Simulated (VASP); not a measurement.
Os:

```
Os
1.0
     2.75221    0.00000    0.00000
    -1.37610    2.38348    0.00000
     0.00000    0.00000    4.34831
Os
2
Direct
  0.66667 0.33333 0.75000
  0.33333 0.66667 0.25000
```

Base run:

- Program: VASP 6.6.1
- Functional: PBEsol
- Potentials or basis: VASP PAW PBE potentials, release 64 (Os)
- Cutoff: 520 eV
- k mesh: 11 × 11 × 6
- Occupations: fermi-dirac, width 0.05 eV
- Spin: no spin polarisation

Its results: band gap on the k mesh zero (band 8 reaches 11.04 eV, above the bottom of band 9 at 7.27 eV); pressure -10.4 GPa.

The run is repeated on the same cell with these changes: functional from PBEsol to SVWN5. What comes out?

Band gap on the k mesh zero (band 8 reaches 10.85 eV, above the bottom of band 9 at 7.08 eV); pressure -15.9 GPa.

SVWN5 binds more tightly than PBEsol, so the same cell stands under less pressure.

Caveats: the PAW data sets were made with another functional, which shifts forces and pressure a little; spin-orbit coupling is left out, which moves the levels of the heavy elements.
